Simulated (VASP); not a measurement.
Here is a VASP 6.6.1 calculation.

The input INCAR:

```
SYSTEM = Fe
ALGO = Normal
EDIFF = 1E-6
ENCUT = 690
GGA = PE
GGA_COMPAT = .False.
ISIF = 2
ISMEAR = -1
LASPH = .True.
LCHARG = .True.
LELF = .True.
LREAL = .False.
LVHAR = .True.
LWAVE = .False.
NBANDS = 23
NELM = 120
PREC = Accurate
SIGMA = 0.1
```

File KPOINTS:

```
k-points
0
Gamma
  24 24 13
  0 0 0
```

The input POSCAR:

```
Fe
1.0
    2.3588643793      0.0000000000      0.0000000000
   -1.1794321897      2.0428364765      0.0000000000
    0.0000000000      0.0000000000      3.7301930173
Fe
2
Direct
    0.3333333333      0.6666666667      0.2500000000
    0.6666666667      0.3333333333      0.7500000000
```

Potentials or basis: VASP PAW PBE potentials, release 64 (Fe_sv).

Run with:

```console
$ cat potpaw_PBE.64/Fe_sv/POTCAR > POTCAR
$ mpirun -np 1 vasp_std > vasp.out
```

Problem. Estimate the pressure.

Solution. 47.2 GPa.

Problem. Estimate the band gap on the k mesh.

Solution. Zero (bands 16 and 17 overlap by 2.28 eV).

Stress tensor (GPa, compression positive):
```
46.52  0.00  0.00
 0.00 46.52  0.00
 0.00  0.00 48.53
```

Caveat: the cell stands under pressure; the run has no spin polarisation, though such a crystal can be magnetic. Spin polarisation is off, so any magnetic state and its effect on volume and gap are missing.
